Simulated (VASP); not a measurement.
# Al2Rh (P6_3/mmc) in VASP: notebook, part 2 of 2

VASP 6.6.1.

**3. Single point, PBE**

This run uses another cell than the first one, of 16.25 Å³/atom, 1.121 times its volume.

Input file INCAR:

```
SYSTEM = Al2Rh
ALGO = Normal
EDIFF = 1E-6
ENCUT = 520
GGA = PE
ISIF = 2
ISMEAR = 0
LASPH = .True.
LCHARG = .True.
LELF = .True.
LREAL = .False.
LVHAR = .True.
LWAVE = .False.
NBANDS = 30
NELM = 80
PREC = Accurate
SIGMA = 0.1
```

Input file KPOINTS:

```
k-points
0
Gamma
  6 6 4
  0 0 0
```

Input file POSCAR:

```
Al2Rh
1.0
    4.4760736200      0.0000000000      0.0000000000
   -2.2380368100      3.8763934600      0.0000000000
    0.0000000000      0.0000000000      5.6192792700
Al Rh
4 2
Direct
    0.3333333300      0.6666666700      0.7500000000
    0.6666666700      0.3333333300      0.2500000000
    0.0000000000      0.0000000000      0.0000000000
    0.0000000000      0.0000000000      0.5000000000
    0.3333333300      0.6666666700      0.2500000000
    0.6666666700      0.3333333300      0.7500000000
```

Potentials or basis: VASP PAW PBE potentials, release 64 (Al, Rh_pv).

Started as:

```console
cat potpaw_PBE.64/Al/POTCAR potpaw_PBE.64/Rh_pv/POTCAR > POTCAR
mpirun -np 1 vasp_std > vasp.out
```

Wall time 21 s (1 thread of Intel Xeon 6975P-C (Granite Rapids), shared host); peak memory 0.24 GiB.

The run converged. Its results:

| Property | Result |
| --- | --- |
| Free energy | -32.6865 eV |
| Pressure | -13.2 GPa |
| Band gap on the k mesh | zero (band 21 reaches 10.05 eV, above the bottom of band 22 at 7.48 eV) |

Stress tensor (GPa, compression positive):
```
-13.31   0.00   0.00
  0.00 -13.31   0.00
  0.00   0.00 -13.05
```

Levels at points of the mesh, in eV from the Fermi level:
| k point | band 18 | band 19 | band 20 | band 21 | band 22 | band 23 | band 24 | band 25 |
| --- | --- | --- | --- | --- | --- | --- | --- | --- |
| (0.00, 0.00, 0.00) | -1.92 | -1.20 | 0.49 | 1.37 | 1.37 | 1.82 | 1.82 | 3.01 |
| (0.50, 0.00, 0.00) | -2.24 | -1.47 | -1.24 | -0.25 | -0.21 | 0.88 | 1.34 | 1.81 |
| (0.00, 0.00, 0.50) | -1.93 | 0.67 | 0.67 | 1.48 | 1.48 | 1.48 | 1.48 | 2.33 |
| (0.50, 0.00, 0.50) | -2.31 | -1.32 | -1.32 | -0.14 | -0.14 | 1.64 | 1.64 | 3.06 |

**4. Single point, PBE**

Input file INCAR:

```
PREC = Accurate ; ENCUT = 520
EDIFF = 1E-6 ; ISMEAR = 0
SIGMA = 0.1 ; LREAL = F
LASPH = T ; NELM = 100
ALGO = Fast ; ISIF = 2
LWAVE = F ; LCHARG = F
GGA = PE ; NBANDS = 30
```

Input file KPOINTS:

```
regular mesh
0
Gamma
  12 12 8
```

Input file POSCAR:

```
Al2Rh
1.0
    4.3317441846      0.0000000000      0.0000000000
   -2.1658720923      3.7514005065      0.0000000000
    0.0000000000      0.0000000000      5.3435713232
Al Rh
4 2
Direct
    0.3333333333      0.6666666667      0.7500000000
    0.6666666667      0.3333333333      0.2500000000
    0.0000000000      0.0000000000      0.0000000000
    0.0000000000      0.0000000000      0.5000000000
    0.3333333333      0.6666666667      0.2500000000
    0.6666666667      0.3333333333      0.7500000000
```

Started as:

```console
cat potpaw_PBE.64/Al/POTCAR potpaw_PBE.64/Rh_pv/POTCAR > POTCAR
mpirun -np 1 vasp_std > vasp.out
```

It took 75 s on 1 thread of Intel Xeon 6975P-C (Granite Rapids), shared host; peak memory 0.33 GiB.

Results (log left out):

```yaml
Free_energy: -33.2328 eV
Pressure: 0.0 GPa
Band_gap_on_the_k_mesh: zero (band 21 reaches 11.47 eV, above the bottom of band 22 at 8.82 eV)
```

Levels at points of the mesh, in eV from the Fermi level:
```
           k point  band 18  band 19  band 20  band 21  band 22  band 23  band 24  band 25
(0.00, 0.00, 0.00)    -2.26    -1.44     0.79     1.25     1.25     1.92     1.92     3.68
(0.50, 0.00, 0.00)    -2.61    -1.72    -1.40    -0.28    -0.22     1.25     1.29     2.23
(0.00, 0.00, 0.50)    -2.28     0.82     0.82     1.39     1.39     1.39     1.39     2.92
(0.50, 0.00, 0.50)    -2.72    -1.51    -1.51    -0.19    -0.19     1.89     1.89     3.48
```

**5. Relaxation of cell and atoms, PBE**

This run uses another cell than the first one, of 16.25 Å³/atom, 1.121 times its volume.

Input file INCAR:

```
PREC = Accurate
ENCUT = 600
EDIFF = 1E-7
ISMEAR = 0
SIGMA = 0.1
LREAL = F
LASPH = T
NELM = 80
ALGO = Fast
ISIF = 3
LWAVE = F
LCHARG = F
GGA = PE
IBRION = 2
NSW = 90
EDIFFG = -0.04
```

Input file KPOINTS:

```
regular mesh
0
Gamma
  6 6 4
```

Input file POSCAR:

```
Al2Rh
1.0
    4.4760736200      0.0000000000      0.0000000000
   -2.2380368100      3.8763934600      0.0000000000
    0.0000000000      0.0000000000      5.6192792700
Al Rh
4 2
Direct
    0.3333333300      0.6666666700      0.7500000000
    0.6666666700      0.3333333300      0.2500000000
    0.0000000000      0.0000000000      0.0000000000
    0.0000000000      0.0000000000      0.5000000000
    0.3333333300      0.6666666700      0.2500000000
    0.6666666700      0.3333333300      0.7500000000
```

Started as:

```console
cat potpaw_PBE.64/Al/POTCAR potpaw_PBE.64/Rh_pv/POTCAR > POTCAR
mpirun -np 1 vasp_std > vasp.out
```

Wall time 2.4 min (1 thread of Intel Xeon 6975P-C (Granite Rapids), shared host); peak memory 0.28 GiB.

The run converged. Its results:

| Item | Value |
| --- | --- |
| Free energy | -33.1740 eV |
| Relaxed volume | 14.47 Å³/atom |
| Relaxed cell | a = 4.328 Å, b = 4.328 Å, c = 5.349 Å, α = 90.00°, β = 90.00°, γ = 120.00° |
| Space group after relaxing (to 0.05 Å) | P6_3/mmc (No. 194) |
| Energy gained by relaxing | 81.3 meV/atom |
| Ionic steps | 6 |
| Pressure after relaxing | 0.2 GPa |
| Band gap on the k mesh | zero (band 21 reaches 11.48 eV, above the bottom of band 22 at 8.82 eV) |

Stress tensor (GPa, compression positive):
```
0.26 0.00 0.00
0.00 0.26 0.00
0.00 0.00 0.15
```

The path:
| step | energy change (eV) | largest force (eV/Å) | pressure (GPa) | volume (Å³) |
| --- | --- | --- | --- | --- |
| 1 | 0.0000 | 0.0000 | -13.26 | 97.50 |
| 2 | -0.1359 | 0.0000 | 16.11 | 79.73 |
| 3 | -0.4791 | 0.0000 | -0.18 | 87.19 |
| 4 | -0.4792 | 0.0000 | 0.13 | 86.99 |
| 5 | -0.4865 | 0.0000 | 0.20 | 86.86 |
| 6 | -0.4876 | 0.0000 | 0.22 | 86.79 |

Final structure:
```
CELL_PARAMETERS angstrom
4.32843 0.00000 0.00000
-2.16422 3.74853 0.00000
0.00000 0.00000 5.34910
ATOMIC_POSITIONS crystal
Al 0.33333 0.66667 0.75000
Al 0.66667 0.33333 0.25000
Al 0.00000 0.00000 0.00000
Al 0.00000 0.00000 0.50000
Rh 0.33333 0.66667 0.25000
Rh 0.66667 0.33333 0.75000
```

Levels at points of the mesh, in eV from the Fermi level:
| k point | band 17 | band 18 | band 19 | band 20 | band 21 | band 22 | band 23 | band 24 | band 25 |
| --- | --- | --- | --- | --- | --- | --- | --- | --- | --- |
| (0.00, 0.00, 0.00) | -2.23 | -2.23 | -1.39 | 0.85 | 1.29 | 1.29 | 1.96 | 1.96 | 3.72 |
| (0.50, 0.00, 0.00) | -2.76 | -2.58 | -1.69 | -1.37 | -0.25 | -0.18 | 1.28 | 1.32 | 2.37 |
| (0.00, 0.00, 0.50) | -2.25 | -2.25 | 0.88 | 0.88 | 1.43 | 1.43 | 1.43 | 1.43 | 2.94 |
| (0.50, 0.00, 0.50) | -2.69 | -2.69 | -1.48 | -1.48 | -0.16 | -0.16 | 1.94 | 1.94 | 3.50 |

**6. Single point, PBE, collinear spin, ferromagnetic start**

Input file INCAR:

```
PREC     = Accurate       # precision mode
ENCUT    = 520            # plane-wave cutoff, eV
EDIFF    = 1E-6           # SCF threshold, eV
ISMEAR   = 0              # smearing method
SIGMA    = 0.1            # smearing width, eV
LREAL    = False          # projectors in reciprocal space
LASPH    = True           # aspherical terms in the spheres
NELM     = 150            # most SCF steps
ALGO     = Normal         # electronic algorithm
ISIF     = 2              # what is computed and relaxed
LWAVE    = False          # write WAVECAR
LCHARG   = False          # write CHGCAR
ISPIN    = 2              # spin polarisation
MAGMOM   = 0 0 0 0 1 1    # initial moments
LORBIT   = 11             # projections on sites
LMAXMIX  = 4              # l up to which the mixer works
GGA      = PE             # functional
NBANDS   = 34             # bands
```

Input file KPOINTS:

```
Automatic mesh
0
Gamma
  6 6 4
```

Input file POSCAR:

```
Al2Rh
1.0
    4.3297323021      0.0000000000      0.0000000000
   -2.1648661511      3.7496581652      0.0000000000
    0.0000000000      0.0000000000      5.3561221429
Al Rh
4 2
Direct
    0.3333333333      0.6666666667      0.7500000000
    0.6666666667      0.3333333333      0.2500000000
    0.0000000000      0.0000000000      0.0000000000
    0.0000000000      0.0000000000      0.5000000000
    0.3333333333      0.6666666667      0.2500000000
    0.6666666667      0.3333333333      0.7500000000
```

Potentials or basis: VASP PAW PBE potentials, release 64 (Al, Rh_pv).

Started as:

```console
cat potpaw_PBE.64/Al/POTCAR potpaw_PBE.64/Rh_pv/POTCAR > POTCAR
mpirun -np 1 vasp_std > vasp.out
```

Wall time 36 s (1 thread of Intel Xeon 6975P-C (Granite Rapids), shared host); peak memory 0.27 GiB.

Results (log left out):

```
Free energy                                           : -33.1696 eV
Pressure                                              : 0.0 GPa
Band gap on the k mesh                                : zero (filled and empty bands overlap)
Net moment                                            : 0.00 μB per cell
Valence electrons inside the program's atomic spheres : Al 0.79, 0.74; Rh 14.02
```

Stress tensor (GPa, compression positive):
```
 0.06  0.00  0.00
 0.00  0.06  0.00
 0.00  0.00 -0.20
```

Levels at points of the mesh, in eV from the Fermi level:
Spin up:
```tsv
k point	band 18	band 19	band 20	band 21	band 22	band 23	band 24	band 25
(0.00, 0.00, 0.00)	-2.22	-1.39	0.84	1.30	1.30	1.96	1.96	3.71
(0.50, 0.00, 0.00)	-2.57	-1.69	-1.37	-0.25	-0.19	1.27	1.32	2.27
(0.00, 0.00, 0.50)	-2.24	0.88	0.88	1.44	1.44	1.44	1.44	2.92
(0.50, 0.00, 0.50)	-2.68	-1.48	-1.48	-0.16	-0.16	1.93	1.93	3.48
```
Spin down:
```tsv
k point	band 18	band 19	band 20	band 21	band 22	band 23	band 24	band 25
(0.00, 0.00, 0.00)	-2.22	-1.39	0.85	1.30	1.30	1.96	1.96	3.71
(0.50, 0.00, 0.00)	-2.57	-1.69	-1.37	-0.25	-0.19	1.27	1.32	2.27
(0.00, 0.00, 0.50)	-2.24	0.88	0.88	1.44	1.44	1.44	1.44	2.92
(0.50, 0.00, 0.50)	-2.68	-1.48	-1.48	-0.16	-0.16	1.94	1.94	3.48
```

**7. The runs side by side**

| task | spin | cell | k mesh | cutoff (eV) | gap on the mesh (eV) | pressure (GPa) |
| --- | --- | --- | --- | --- | --- | --- |
| single point | off | a = 4.330, b = 4.330, c = 5.356 Å, angles 90.0, 90.0, 120.0°, 6 atoms | 6 × 6 × 4 | 520 | none | -0.1 |
| single point | off | a = 4.476, b = 4.476, c = 5.619 Å, angles 90.0, 90.0, 120.0°, 6 atoms | 6 × 6 × 4 | 520 | none | -13.2 |
| single point | off | a = 4.332, b = 4.332, c = 5.344 Å, angles 90.0, 90.0, 120.0°, 6 atoms | 12 × 12 × 8 | 520 | none | 0.0 |
| relaxation of cell and atoms | off | relaxed from a = 4.476, b = 4.476, c = 5.619 Å, angles 90.0, 90.0, 120.0°, 6 atoms | 6 × 6 × 4 | 600 | none | 0.2 |
| single point | collinear, ferromagnetic start | a = 4.330, b = 4.330, c = 5.356 Å, angles 90.0, 90.0, 120.0°, 6 atoms | 6 × 6 × 4 | 520 | none | 0.0 |

Alike in all rows: level PBE; potentials or basis VASP PAW PBE potentials, release 64 (Al, Rh_pv); smearing gaussian 0.1 eV.

Total energies depend on the potentials used, so only differences within one code and one set of settings carry meaning.
